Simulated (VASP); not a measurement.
# TaSi2 (P6_222) in VASP: notebook

The runs below take TaSi2 through single point, with PBE.

All numbers are computed with VASP 6.6.1; they aren't measurements. Logs are shortened: lines on timing, memory, paths and dates and some standing lists are left out, and cuts for length are marked.

## 1. The cell of the first run

The structure is hexagonal, space group P6_222 (No. 180). The conventional cell has a = 4.805 Å, b = 4.805 Å, c = 6.599 Å, α = 90.00°, β = 90.00°, γ = 120.00°. Ta (site symmetry 222) has 10 Si at 2.62 to 2.84 Å and 4 Ta at 3.26 Å within 3.5 Å. Si (site symmetry 2) has 9 Si at 2.57 to 3.34 Å and 5 Ta at 2.62 to 2.84 Å within 3.4 Å.

## 2. Single point, PBE

File INCAR:

```
ALGO     = Normal         # electronic algorithm
EDIFF    = 1E-7           # SCF threshold, eV
ENCUT    = 520            # plane-wave cutoff, eV
GGA      = PE             # functional
ISIF     = 2              # what is computed and relaxed
ISMEAR   = 0              # smearing method
LASPH    = True           # aspherical terms in the spheres
LCHARG   = False          # write CHGCAR
LREAL    = False          # projectors in reciprocal space
LWAVE    = False          # write WAVECAR
NBANDS   = 38             # bands
NELM     = 100            # most SCF steps
PREC     = Accurate       # precision mode
SIGMA    = 0.15           # smearing width, eV
```

File KPOINTS:

```
k-points
0
Gamma
  9 9 6
```

File POSCAR:

```
TaSi2
1.0
    4.8051009126      0.0000000000      0.0000000000
   -2.4025504563      4.1613394580      0.0000000000
    0.0000000000      0.0000000000      6.5988658829
Ta Si
3 6
Direct
    0.5000000000      0.0000000000      0.5000000000
    0.5000000000      0.5000000000      0.8333333333
    0.0000000000      0.5000000000      0.1666666667
    0.1589199925      0.3178399850      0.5000000000
    0.8410800075      0.1589199925      0.8333333333
    0.6821600150      0.8410800075      0.1666666667
    0.8410800075      0.6821600150      0.5000000000
    0.1589199925      0.8410800075      0.8333333333
    0.3178399850      0.1589199925      0.1666666667
```

Potentials or basis: VASP PAW PBE potentials, release 64 (Ta_pv, Si).

The run is started by

```
$ cat potpaw_PBE.64/Ta_pv/POTCAR potpaw_PBE.64/Si/POTCAR > POTCAR
$ mpirun -np 1 vasp_std > vasp.out
```

OUTCAR:

```text
EDIFF = 1E-7
   ENCUT = 520
   GGA = PE
   ISIF = 2
   ISMEAR = 0
   LASPH = True
   LREAL = False
   NELM = 100
   PREC = Accurate

 ion  position               nearest neighbor table
   1  0.500  0.000  0.500-   5 2.62   8 2.62   6 2.62   9 2.62   4 2.74   7 2.74   4 2.74   7 2.74
                             4 2.84   7 2.84   2 3.26   2 3.26   3 3.26   3 3.26
   2  0.500  0.500  0.833-   4 2.62   7 2.62   6 2.62   9 2.62   5 2.74   8 2.74   8 2.74   5 2.74
                             8 2.84   5 2.84   1 3.26   1 3.26   3 3.26   3 3.26
   3  0.000  0.500  0.167-   4 2.62   7 2.62   5 2.62   8 2.62   9 2.74   6 2.74   9 2.74   6 2.74
                             6 2.84   9 2.84   1 3.26   1 3.26   2 3.26   2 3.26
   4  0.159  0.318  0.500-   9 2.57   5 2.57   2 2.62   3 2.62   7 2.65   1 2.74   1 2.74   1 2.84
                             7 2.84   7 2.84
   5  0.841  0.159  0.833-   4 2.57   6 2.57   1 2.62   3 2.62   8 2.65   2 2.74   2 2.74   2 2.84
                             8 2.84   8 2.84
   6  0.682  0.841  0.167-   7 2.57   5 2.57   1 2.62   2 2.62   9 2.65   3 2.74   3 2.74   3 2.84
                             9 2.84   9 2.84
   7  0.841  0.682  0.500-   6 2.57   8 2.57   2 2.62   3 2.62   4 2.65   1 2.74   1 2.74   1 2.84
                             4 2.84   4 2.84
   8  0.159  0.841  0.833-   7 2.57   9 2.57   1 2.62   3 2.62   5 2.65   2 2.74   2 2.74   2 2.84
                             5 2.84   5 2.84
   9  0.318  0.159  0.167-   4 2.57   8 2.57   1 2.62   2 2.62   6 2.65   3 2.74   3 2.74   3 2.84
                             6 2.84   6 2.84

  LATTYP: Found a hexagonal cell.
 ALAT       =     4.8051009126
 C/A-ratio  =     1.3733043287

  Lattice vectors:

 A1 = (   4.8051009126,   0.0000000000,   0.0000000000)
 A2 = (  -2.4025504563,   4.1613394580,   0.0000000000)
 A3 = (   0.0000000000,   0.0000000000,   6.5988658829)

Analysis of symmetry for initial positions (statically):
=====================================================================
 Subroutine PRICEL returns:
 Original cell was already a primitive cell.

 Routine SETGRP: Setting up the symmetry group for a
 hexagonal supercell.

 Subroutine GETGRP returns: Found 12 space group operations
 (whereof  4 operations were pure point group operations)
 out of a pool of 24 trial point group operations.

The static configuration has the point symmetry D_2 .
 The point group associated with its full space group is D_6 .

Analysis of symmetry for dynamics (positions and initial velocities):
=====================================================================
 Subroutine PRICEL returns:
 Original cell was already a primitive cell.

 Routine SETGRP: Setting up the symmetry group for a
 hexagonal supercell.

 Subroutine GETGRP returns: Found 12 space group operations
 (whereof  4 operations were pure point group operations)
 out of a pool of 24 trial point group operations.

The dynamic configuration has the point symmetry D_2 .
 The point group associated with its full space group is D_6 .

 Subroutine INISYM returns: Found 12 space group operations
 (whereof  4 operations are pure point group operations),
 and found     1 'primitive' translations

----------------------------------------------------------------------------------------

                                     Primitive cell

  volume of cell :     131.9487

  direct lattice vectors                    reciprocal lattice vectors
     4.805100913  0.000000000  0.000000000     0.208112175  0.120153620  0.000000000
    -2.402550456  4.161339458  0.000000000     0.000000000  0.240307240  0.000000000
     0.000000000  0.000000000  6.598865883     0.000000000  0.000000000  0.151541192

  length of vectors
     4.805100913  4.805100913  6.598865883     0.240307240  0.240307240  0.151541192

  position of ions in fractional coordinates (direct lattice)
     0.500000000  0.000000000  0.500000000
     0.500000000  0.500000000  0.833333333
     0.000000000  0.500000000  0.166666667
     0.158919993  0.317839985  0.500000000
     0.841080007  0.158919993  0.833333333
     0.682160015  0.841080007  0.166666667
     0.841080007  0.682160015  0.500000000
     0.158919993  0.841080007  0.833333333
     0.317839985  0.158919993  0.166666667

  ion indices of the primitive-cell ions
   primitive index   ion index
                 1           1
                 2           2
                 3           3
                 4           4
                 5           5
                 6           6
                 7           7
                 8           8
                 9           9

----------------------------------------------------------------------------------------

 KPOINTS: k-points

Automatic generation of k-mesh.
 Grid dimensions read from file:
 generate k-points for:    9    9    6

 Generating k-lattice:

  Cartesian coordinates                     Fractional coordinates (reciprocal lattice)
     0.023123575  0.013350402  0.000000000     0.111111111 -0.000000000  0.000000000
     0.000000000  0.026700804  0.000000000     0.000000000  0.111111111  0.000000000
     0.000000000  0.000000000  0.025256865     0.000000000  0.000000000  0.166666667

  Length of vectors
     0.026700804  0.026700804  0.025256865

  Shift w.r.t. Gamma in fractional coordinates (k-lattice)
     0.000000000  0.000000000  0.000000000

 Subroutine IBZKPT returns following result:
 ===========================================

 Found     48 irreducible k-points:

 Following reciprocal coordinates:
            Coordinates               Weight
  0.000000  0.000000  0.000000      1.000000
  0.111111  0.000000  0.000000      6.000000
  0.222222  0.000000  0.000000      6.000000
  0.333333  0.000000  0.000000      6.000000
  0.444444  0.000000  0.000000      6.000000
  0.111111  0.111111  0.000000      6.000000
[... 16 lines left out ...]
  0.333333  0.222222  0.166667     24.000000
  0.333333  0.333333  0.166667      4.000000
 [... further k-points ...]
   k-points           NKPTS =     48   k-points in BZ     NKDIM =     48   number of bands    NBANDS=     38
   number of dos      NEDOS =    301   number of ions     NIONS =      9
   total plane-waves  NPLWV =  64800
   dimension x,y,z NGX =    36 NGY =   36 NGZ =   50
   dimension x,y,z NGXF=    72 NGYF=   72 NGZF=  100
   ions per type =               3   6
   NGX,Y,Z   is equivalent  to a cutoff of  12.46, 12.46, 12.60 a.u.
   NGXF,Y,Z  is equivalent  to a cutoff of  24.91, 24.91, 25.19 a.u.
 SYSTEM =  unknown system
   PREC   = accura    normal or accurate (medium, high low for compatibility)
   ISTART =      0    job   : 0-new  1-cont  2-samecut
   ICHARG =      2    charge: 1-file 2-atom 10-const
   ISPIN  =      1    spin polarized calculation?
   LNONCOLLINEAR =      F non collinear calculations
   LSORBIT =      F    spin-orbit coupling
   LASPH  =      T    aspherical Exc in radial PAW
   ENCUT  =  520.0 eV  38.22 Ry    6.18 a.u.   8.93  8.93 12.27*2*pi/ulx,y,z
   NELM   =    100;   NELMIN=  2; NELMDL= -5     # of ELM steps
   EDIFF  = 0.1E-06   stopping-criterion for ELM
   LREAL  =      F    real-space projection
   EDIFFG = 0.1E-05   stopping-criterion for IOM
   NSW    =      0    number of steps for IOM
   IBRION =     -1    ionic relax: 0-MD 1-quasi-New 2-CG
   NFREE  =      0    steps in history (QN), initial steepest desc. (CG)
   ISIF   =      2    stress and relaxation
   ISYM   =      2    0-nonsym 1-usesym 2-fastsym
   POTIM  = 0.5000    time-step for ionic-motion
   TEBEG  =    0.0;   TEEND  =   0.0 temperature during run
   PSTRESS=    0.0 pullay stress
   NELECT =      57.0000    total number of electrons
   NUPDOWN=      -1.0000    fix difference up-down
   EMIN   =  10.00;   EMAX   =-10.00  energy-range for DOS
   EFERMI =   0.00;   METHOD = LEGACY
   ISMEAR =     0;   SIGMA  =   0.15  broadening in eV -4-tet -1-fermi 0-gaus
   EFERMI_NEDOS =   21; number of points for ismear=-14 and -15
   IALGO  =     38    algorithm
   IMIX   =      4    mixing-type and parameters
     AMIX     =   0.40;   BMIX     =  1.00
     AMIX_MAG =   1.60;   BMIX_MAG =  1.00
  volume/ion in A,a.u.               =      14.66        98.94
  Fermi-wavevector in a.u.,A,eV,Ry     =   1.237556  2.338641 20.837927  1.531544
  Thomas-Fermi vector in A             =   2.372118
   LORBIT       =      0    0 simple, 1 ext, 2 COOP (PROOUT), +10 PAW based schemes
   GGA     = PE    functional components
   LHFCALC =     F    Hartree Fock is set to
   AEXX    =    0.0000 exact exchange contribution
   IVDW    =     0    specifies the selected vdW correction
   LEPSILON=     F    determine dielectric tensor
   LRPA    =     F    only Hartree local field effects (RPA)
 non-spin polarized calculation
 Gauss-broadening in eV      SIGMA  =   0.15
  energy-cutoff  :      520.00
  volume of cell :      131.95
 maximum number of plane-waves:      3573
 NGX is ok and might be reduce to    36
   NGX = 17   NGY = 17   NGZ = 25

 number of electron      57.0000007 magnetization

 Free energy of the ion-electron system (eV)
  ---------------------------------------------------
  ext. energy  EPLUGINS =         0.00000000
  ---------------------------------------------------
  free energy    TOTEN  =       -72.27068443 eV

  energy without entropy =      -72.22465490  energy(sigma->0) =      -72.24766967

 E-fermi :   9.2238     XC(G=0): -12.0150

 val. band max:        9.2048430913   @ k =   0.3333   0.1111   0.5000
 cond. band min:       9.2396855787   @ k =   0.4444   0.1111   0.1667
 fundamental gap:      0.0348424874
 Fermi energy:         9.2238440474

 k-point     1 :       0.0000    0.0000    0.0000
  band No.  band energies     occupation
      1     -25.1861      2.00000
      2     -25.1829      2.00000
      3     -25.1829      2.00000
      4     -25.1170      2.00000
      5     -25.1170      2.00000
      6     -25.0292      2.00000
[... 30 lines left out ...]
     37      13.0577      0.00000
     38      13.1645      0.00000

 k-point     2 :       0.1111    0.0000    0.0000
  band No.  band energies     occupation
      1     -25.2019      2.00000
      2     -25.1855      2.00000
      3     -25.1684      2.00000
      4     -25.1181      2.00000
      5     -25.1154      2.00000
      6     -25.0325      2.00000
[... 894 lines left out ...]
 k-point    24 :       0.3333    0.3333    0.1667
  band No.  band energies     occupation
      1     -25.2318      2.00000
      2     -25.2040      2.00000
      3     -25.1717      2.00000
      4     -25.1080      2.00000
      5     -25.0944      2.00000
      6     -25.0628      2.00000
[... 30 lines left out ...]
     37      12.4808      0.00000
     38      12.8557      0.00000

 [... further k-points ...]
[... 5 lines left out ...]
  --------------------------------------------------------------------------------------
  -------------------------------------------------------------------------------------
  Total        0.0818173      0.0818173      0.1106699      0.0000000     -0.0000000      0.0000000
  in kB        0.9934605      0.9934605      1.3438019      0.0000000     -0.0000000      0.0000000
  external PRESSURE =       1.1102410 kB  Pullay stress =       0.0000000 kB

 VOLUME and BASIS-vectors are now :
 -----------------------------------------------------------------------------
  energy-cutoff  :      520.00
  volume of cell :      131.95
      direct lattice vectors                 reciprocal lattice vectors
     4.805100913  0.000000000  0.000000000     0.208112175  0.120153620  0.000000000
    -2.402550456  4.161339458  0.000000000     0.000000000  0.240307240  0.000000000
     0.000000000  0.000000000  6.598865883     0.000000000  0.000000000  0.151541192

 POSITION                                       TOTAL-FORCE (eV/Angst)
 -----------------------------------------------------------------------------------
      2.40255      0.00000      3.29943        -0.000000      0.000000      0.000000
      1.20128      2.08067      5.49905        -0.000000      0.000000     -0.000000
     -1.20128      2.08067      1.09981        -0.000000      0.000000     -0.000000
      0.00000      1.32264      3.29943        -0.000000      0.005439      0.000000
      3.65966      0.66132      5.49905        -0.004711      0.002720      0.000000
      1.25711      3.50002      1.09981        -0.004711     -0.002720      0.000000
      2.40255      2.83870      3.29943        -0.000000     -0.005439      0.000000
     -1.25711      3.50002      5.49905         0.004711     -0.002720      0.000000
      1.14544      0.66132      1.09981         0.004711      0.002720      0.000000
 -----------------------------------------------------------------------------------
    total drift:                                0.000000     -0.000000     -0.000000

  FREE ENERGIE OF THE ION-ELECTRON SYSTEM (eV)
  ---------------------------------------------------
  free  energy   TOTEN  =       -72.2706844300 eV

  energy  without entropy=      -72.2246549026  energy(sigma->0) =      -72.24766967
```

Run time: 2.3 min. Hardware: 1 thread of AMD EPYC 9R45 (Zen 5), shared host; peak memory 0.32 GiB.

What came out:

- Free energy: -72.2707 eV
- Pressure: 0.1 GPa
- Largest force: 0.005 eV/Å

Forces in eV/Å, atoms in the order of the input:
```
Ta   0.000  0.000  0.000
Ta   0.000  0.000  0.000
Ta   0.000  0.000  0.000
Si   0.000  0.005  0.000
Si  -0.005  0.003  0.000
Si  -0.005 -0.003  0.000
Si   0.000 -0.005  0.000
Si   0.005 -0.003  0.000
Si   0.005  0.003  0.000
```

Levels at points of the mesh, in eV from the Fermi level:
```csv
k point,band 26,band 27,band 28,band 29,band 30,band 31,band 32,band 33
"(0.00, 0.00, 0.00)",-2.44,-2.16,-2.16,-1.49,0.73,2.94,2.94,3.34
"(0.00, 0.00, 0.50)",-2.04,-1.79,-1.79,1.12,1.12,2.53,2.53,3.36
```

Caveat: spin-orbit coupling is left out, which moves the levels of the heavy elements.

(Continued in part 2 of 2.)
